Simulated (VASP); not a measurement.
# Cs (P4_2/mbc) in VASP: notebook

The runs below take Cs through electric field gradients, with PBE.

All numbers are computed with VASP 6.6.1; they aren't measurements. Logs are shortened: lines on timing, memory, paths and dates and some standing lists are left out, and cuts for length are marked.

## (1) The cell of the first run

Symmetry: P4_2/mbc, No. 135, tetragonal system. Conventional cell: a = 10.457 Å, b = 10.457 Å, c = 9.056 Å, α = 90.00°, β = 90.00°, γ = 90.00°.

## (2) Electric field gradients, PBE

INCAR reads:

```
ALGO = Normal
EDIFF = 1E-8
ENCUT = 520
GGA = PE
ISIF = 2
ISMEAR = -1
LASPH = True
LCHARG = False
LEFG = True
LREAL = False
LWAVE = False
NBANDS = 46
NELM = 100
PREC = Accurate
SIGMA = 0.05
```

KPOINTS reads:

```
k-points
0
Gamma
  3 3 3
```

POSCAR reads:

```
Cs
1.0
   10.4572929000      0.0000000000      0.0000000000
    0.0000000000     10.4572929000      0.0000000000
    0.0000000000      0.0000000000      9.0557989400
Cs
8
Direct
    0.4401390400      0.7462757700      0.0000000000
    0.5598609600      0.2537242300      0.0000000000
    0.7462757700      0.5598609600      0.5000000000
    0.2537242300      0.4401390400      0.5000000000
    0.9401390400      0.7537242300      0.0000000000
    0.0598609600      0.2462757700      0.0000000000
    0.7537242300      0.0598609600      0.5000000000
    0.2462757700      0.9401390400      0.5000000000
```

Potentials or basis: VASP PAW PBE potentials, release 64 (Cs_sv).

Started as:

```console
$ cat potpaw_PBE.64/Cs_sv/POTCAR > POTCAR
$ mpirun -np 1 vasp_std > vasp.out
```

OUTCAR:

```text
EDIFF = 1E-8
   ENCUT = 520
   GGA = PE
   ISIF = 2
   ISMEAR = -1
   LASPH = True
   LREAL = False
   NELM = 100
   PREC = Accurate

 ion  position               nearest neighbor table
   1  0.440  0.746  0.000-
   2  0.560  0.254  0.000-
   3  0.746  0.560  0.500-
   4  0.254  0.440  0.500-
   5  0.940  0.754  0.000-
   6  0.060  0.246  0.000-
   7  0.754  0.060  0.500-
   8  0.246  0.940  0.500-

  LATTYP: Found a simple tetragonal cell.
 ALAT       =    10.4572929000
 C/A-ratio  =     0.8659792765

  Lattice vectors:

 A1 = (  10.4572929000,   0.0000000000,   0.0000000000)
 A2 = (   0.0000000000,  10.4572929000,   0.0000000000)
 A3 = (   0.0000000000,   0.0000000000,   9.0557989400)

Analysis of symmetry for initial positions (statically):
=====================================================================
 Subroutine PRICEL returns:
 Original cell was already a primitive cell.

 Routine SETGRP: Setting up the symmetry group for a
 simple tetragonal supercell.

 Subroutine GETGRP returns: Found 16 space group operations
 (whereof  4 operations were pure point group operations)
 out of a pool of 16 trial point group operations.

The static configuration has the point symmetry C_2h.
 The point group associated with its full space group is D_4h.

Analysis of symmetry for dynamics (positions and initial velocities):
=====================================================================
 Subroutine PRICEL returns:
 Original cell was already a primitive cell.

 Routine SETGRP: Setting up the symmetry group for a
 simple tetragonal supercell.

 Subroutine GETGRP returns: Found 16 space group operations
 (whereof  4 operations were pure point group operations)
 out of a pool of 16 trial point group operations.

The dynamic configuration has the point symmetry C_2h.
 The point group associated with its full space group is D_4h.

 Subroutine INISYM returns: Found 16 space group operations
 (whereof  4 operations are pure point group operations),
 and found     1 'primitive' translations

----------------------------------------------------------------------------------------

                                     Primitive cell

  volume of cell :     990.2967

  direct lattice vectors                    reciprocal lattice vectors
    10.457292900  0.000000000  0.000000000     0.095627043  0.000000000  0.000000000
     0.000000000 10.457292900  0.000000000     0.000000000  0.095627043  0.000000000
     0.000000000  0.000000000  9.055798940     0.000000000  0.000000000  0.110426480

  length of vectors
    10.457292900 10.457292900  9.055798940     0.095627043  0.095627043  0.110426480

  position of ions in fractional coordinates (direct lattice)
     0.440139040  0.746275770  0.000000000
     0.559860960  0.253724230  0.000000000
     0.746275770  0.559860960  0.500000000
     0.253724230  0.440139040  0.500000000
     0.940139040  0.753724230  0.000000000
     0.059860960  0.246275770  0.000000000
     0.753724230  0.059860960  0.500000000
     0.246275770  0.940139040  0.500000000

  ion indices of the primitive-cell ions
   primitive index   ion index
                 1           1
                 2           2
                 3           3
                 4           4
                 5           5
                 6           6
                 7           7
                 8           8

----------------------------------------------------------------------------------------

 KPOINTS: k-points

Automatic generation of k-mesh.
 Grid dimensions read from file:
 generate k-points for:    3    3    3

 Generating k-lattice:

[... 42 lines left out ...]
   EDIFF  = 0.1E-07   stopping-criterion for ELM
   LREAL  =      F    real-space projection
   EDIFFG = 0.1E-06   stopping-criterion for IOM
   NSW    =      0    number of steps for IOM
   IBRION =     -1    ionic relax: 0-MD 1-quasi-New 2-CG
   NFREE  =      0    steps in history (QN), initial steepest desc. (CG)
   ISIF   =      2    stress and relaxation
   ISYM   =      2    0-nonsym 1-usesym 2-fastsym
   POTIM  = 0.5000    time-step for ionic-motion
   TEBEG  =    0.0;   TEEND  =   0.0 temperature during run
   PSTRESS=    0.0 pullay stress
   NELECT =      72.0000    total number of electrons
   NUPDOWN=      -1.0000    fix difference up-down
   EMIN   =  10.00;   EMAX   =-10.00  energy-range for DOS
   EFERMI =   0.00;   METHOD = LEGACY
   ISMEAR =    -1;   SIGMA  =   0.05  broadening in eV -4-tet -1-fermi 0-gaus
   EFERMI_NEDOS =   21; number of points for ismear=-14 and -15
   IALGO  =     38    algorithm
   IMIX   =      4    mixing-type and parameters
     AMIX     =   0.40;   BMIX     =  1.00
     AMIX_MAG =   1.60;   BMIX_MAG =  1.00
  volume/ion in A,a.u.               =     123.79       835.36
  Fermi-wavevector in a.u.,A,eV,Ry     =   0.683278  1.291208  6.352130  0.466868
  Thomas-Fermi vector in A             =   1.762595
   LORBIT       =      0    0 simple, 1 ext, 2 COOP (PROOUT), +10 PAW based schemes
   GGA     = PE    functional components
   LHFCALC =     F    Hartree Fock is set to
   AEXX    =    0.0000 exact exchange contribution
   IVDW    =     0    specifies the selected vdW correction
   LEPSILON=     F    determine dielectric tensor
   LRPA    =     F    only Hartree local field effects (RPA)
 non-spin polarized calculation
  energy-cutoff  :      520.00
  volume of cell :      990.30
 maximum number of plane-waves:     26742
 NGX is ok and might be reduce to    80
   NGX = 39   NGY = 39   NGZ = 33

 number of electron      72.0000009 magnetization

 Free energy of the ion-electron system (eV)
  ---------------------------------------------------
  ext. energy  EPLUGINS =         0.00000000
  ---------------------------------------------------
  free energy    TOTEN  =        -6.71586546 eV

  energy without entropy =       -6.60105387  energy(sigma->0) =       -6.65845967

 E-fermi :   0.3076     XC(G=0):  -5.2237

 val. band max:        0.2930849777   @ k =   0.0000   0.0000   0.0000
 cond. band min:       0.3130535058   @ k =   0.0000   0.0000   0.0000
 fundamental gap:      0.0199685281
 Fermi energy:         0.3076066036

 k-point     1 :       0.0000    0.0000    0.0000
  band No.  band energies     occupation
      1     -23.6350      2.00000
      2     -23.6310      2.00000
      3     -23.6308      2.00000
      4     -23.6308      2.00000
      5     -23.6300      2.00000
      6     -23.6286      2.00000
[... 283 lines left out ...]
     45       1.5548      0.00000
     46       1.5916      0.00000

------------------------ aborting loop because EDIFF is reached ----------------------------------------

  FORCE on cell =-STRESS in cart. coord.  units (eV):
  Direction    XX          YY          ZZ          XY          YZ          ZX
  --------------------------------------------------------------------------------------
  -------------------------------------------------------------------------------------
  Total       -0.3725719     -0.3725719     -0.8719188      0.0000000      0.0000000      0.0000000
  in kB       -0.6027752     -0.6027752     -1.4106566      0.0000000      0.0000000      0.0000000
  external PRESSURE =      -0.8720690 kB  Pullay stress =       0.0000000 kB

 VOLUME and BASIS-vectors are now :
 -----------------------------------------------------------------------------
  energy-cutoff  :      520.00
  volume of cell :      990.30
      direct lattice vectors                 reciprocal lattice vectors
    10.457292900  0.000000000  0.000000000     0.095627043  0.000000000  0.000000000
     0.000000000 10.457292900  0.000000000     0.000000000  0.095627043  0.000000000
     0.000000000  0.000000000  9.055798940     0.000000000  0.000000000  0.110426480

 POSITION                                       TOTAL-FORCE (eV/Angst)
 -----------------------------------------------------------------------------------
      4.60266      7.80402      0.00000         0.007969     -0.001186      0.000000
      5.85463      2.65327      0.00000        -0.007969      0.001186      0.000000
      7.80402      5.85463      4.52790        -0.001186     -0.007969     -0.000000
      2.65327      4.60266      4.52790         0.001186      0.007969      0.000000
      9.83131      7.88192      0.00000         0.007969      0.001186     -0.000000
      0.62598      2.57538      0.00000        -0.007969     -0.001186      0.000000
      7.88192      0.62598      4.52790         0.001186     -0.007969      0.000000
      2.57538      9.83131      4.52790        -0.001186      0.007969      0.000000
 -----------------------------------------------------------------------------------
    total drift:                                0.000000     -0.000000      0.000000

  FREE ENERGIE OF THE ION-ELECTRON SYSTEM (eV)
  ---------------------------------------------------
  free  energy   TOTEN  =        -6.7158654597 eV

  energy  without entropy=       -6.6010538713  energy(sigma->0) =       -6.65845967

 Electric field gradients (V/A^2)
---------------------------------------------------------------------
 ion       V_xx      V_yy      V_zz      V_xy      V_xz      V_yz
---------------------------------------------------------------------
   1       2.795     2.019    -4.814    -1.461     0.000     0.000
   2       2.795     2.019    -4.814    -1.461    -0.000     0.000
   3       2.019     2.795    -4.814     1.461     0.000     0.000
   4       2.019     2.795    -4.814     1.461     0.000     0.000
   5       2.795     2.019    -4.814     1.461     0.000    -0.000
   6       2.795     2.019    -4.814     1.461    -0.000     0.000
   7       2.019     2.795    -4.814    -1.461     0.000    -0.000
   8       2.019     2.795    -4.814    -1.461     0.000    -0.000
---------------------------------------------------------------------

 Electric field gradients after diagonalization (V/A^2)
 (convention: |V_zz| > |V_xx| > |V_yy|)
----------------------------------------------------------------------
 ion       V_xx      V_yy      V_zz     asymmetry (V_yy - V_xx)/ V_zz
----------------------------------------------------------------------
   1       3.918     0.896    -4.814       0.628
   2       3.918     0.896    -4.814       0.628
   3       3.918     0.896    -4.814       0.628
   4       3.918     0.896    -4.814       0.628
   5       3.918     0.896    -4.814       0.628
   6       3.918     0.896    -4.814       0.628
   7       3.918     0.896    -4.814       0.628
   8       3.918     0.896    -4.814       0.628
----------------------------------------------------------------------

           NMR quadrupolar parameters

 Cq : quadrupolar parameter    Cq=e*Q*V_zz/h
 eta: asymmetry parameters     (V_yy - V_xx)/ V_zz
 Q  : nuclear electric quadrupole moment in mb (millibarn)
----------------------------------------------------------------------
 ion       Cq(MHz)       eta       Q (mb)
----------------------------------------------------------------------
   1      -0.012       0.628       1.000
   2      -0.012       0.628       1.000
   3      -0.012       0.628       1.000
   4      -0.012       0.628       1.000
   5      -0.012       0.628       1.000
   6      -0.012       0.628       1.000
   7      -0.012       0.628       1.000
   8      -0.012       0.628       1.000
----------------------------------------------------------------------
```

Run time: 6.1 min. Hardware: 1 thread of Intel Xeon Platinum 8259CL at 2.50GHz (Skylake/Cascade Lake), shared host; peak memory 0.93 GiB.

What came out:

```
Free energy            : -6.7159 eV
Pressure               : -0.1 GPa
Largest force          : 0.008 eV/Å
Band gap on the k mesh : zero (band 36 reaches 0.39 eV, above the bottom of band 37 at 0.28 eV)
```

Forces on the atoms (eV/Å):
```
Cs   0.008 -0.001  0.000
Cs  -0.008  0.001  0.000
Cs  -0.001 -0.008  0.000
Cs   0.001  0.008  0.000
Cs   0.008  0.001  0.000
Cs  -0.008 -0.001  0.000
Cs   0.001 -0.008  0.000
Cs  -0.001  0.008  0.000
```

Levels at points of the mesh, in eV from the Fermi level:
```tsv
k point	band 33	band 34	band 35	band 36	band 37	band 38	band 39	band 40
(0.00, 0.00, 0.00)	-1.63	-0.11	-0.11	-0.02	-0.01	0.01	0.52	0.52
```

Electric field gradients, principal values (V/Å²):
| atom | least | middle | greatest (by size) |
| --- | --- | --- | --- |
| 1 Cs | 0.896 | 3.918 | -4.814 |
| 2 Cs | 0.896 | 3.918 | -4.814 |
| 3 Cs | 0.896 | 3.918 | -4.814 |
| 4 Cs | 0.896 | 3.918 | -4.814 |
| 5 Cs | 0.896 | 3.918 | -4.814 |
| 6 Cs | 0.896 | 3.918 | -4.814 |
| 7 Cs | 0.896 | 3.918 | -4.814 |
| 8 Cs | 0.896 | 3.918 | -4.814 |

Caveat: without QUAD_EFG the Cq values of the log hold for a quadrupole moment of 1 mb, not for the nuclei; spin-orbit coupling is left out, which moves the levels of the heavy elements.

[end of part 1 of 2]
